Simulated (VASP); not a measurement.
**BN (rocksalt type): single point with PBEsol**

Crystal: BN (rocksalt type).

```
B N
1.0
     0.00000    1.70584    1.70584
     1.70584    0.00000    1.70584
     1.70584    1.70584    0.00000
B N
1 1
Cartesian
  0.0000 0.0000 0.0000
  1.7058 1.7058 1.7058
```

This cell differs from its parent crystal: volume scaled by 0.94.

```yaml
Program: VASP 6.6.1
Task: single point
Functional: PBEsol
Potentials_or_basis: VASP PAW PBE potentials, release 64 (B, N)
Cutoff: 520 eV
k_mesh: 15 × 15 × 15
Occupations: fermi-dirac, width 0.1 eV
Spin: no spin polarisation
Dipole_correction: no
Further_INCAR_settings: ALGO = Normal; EDIFF = 1e-06; NBANDS = 11
```

```
Pressure               : 28.3 GPa
Band gap on the k mesh : 1.83 eV, indirect (least direct gap 6.16 eV)
```

Levels at points of the mesh, in eV from the valence-band top:
| k point | band 1 | band 2 | band 3 | band 4 | band 5 | band 6 | band 7 | band 8 | band 9 |
| --- | --- | --- | --- | --- | --- | --- | --- | --- | --- |
| (0.00, 0.00, 0.00) | -23.53 | -0.94 | -0.94 | -0.94 | 10.80 | 12.79 | 12.79 | 12.79 | 18.83 |

Wall time 6.1 s on 1 thread of AMD EPYC 9R45 96-Core Processor (Zen 5), with other jobs on the host, peak memory 0.09 GiB.

Caveat: the PAW data sets were made with another functional, which shifts forces and pressure a little. A k mesh can miss the band edges.
